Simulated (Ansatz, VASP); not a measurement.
# One calculation of Be5Tl, two programs

```
Be Tl
1.0
     0.00000    3.22175    3.22175
     3.22175    0.00000    3.22175
     3.22175    3.22175    0.00000
Be Tl
5 1
Direct
  0.62500 0.62500 0.62500
  0.12500 0.62500 0.62500
  0.62500 0.62500 0.12500
  0.62500 0.12500 0.62500
  0.25000 0.25000 0.25000
  0.00000 0.00000 0.00000
```

Alike in both runs: task single point; functional r2SCAN; k mesh 9 × 9 × 9; no spin polarisation.

|  | VASP | Ansatz |
| --- | --- | --- |
| version | VASP 6.6.1 | Ansatz 0.2.0 |
| potentials or method | VASP PAW PBE potentials, release 64 (Be, Tl_d), cutoff 520 eV | PAW plane waves |
| occupations | fermi-dirac, width 0.1 eV | fermi-dirac |
| valence electrons in the cell | 23 | 23 |

```csv
,VASP,Ansatz,Ansatz less VASP
pressure (GPa),0.6,0.5,-0.06
```

VASP's potentials were made for PBE, not for r2SCAN.

Neither program's run includes spin-orbit coupling.
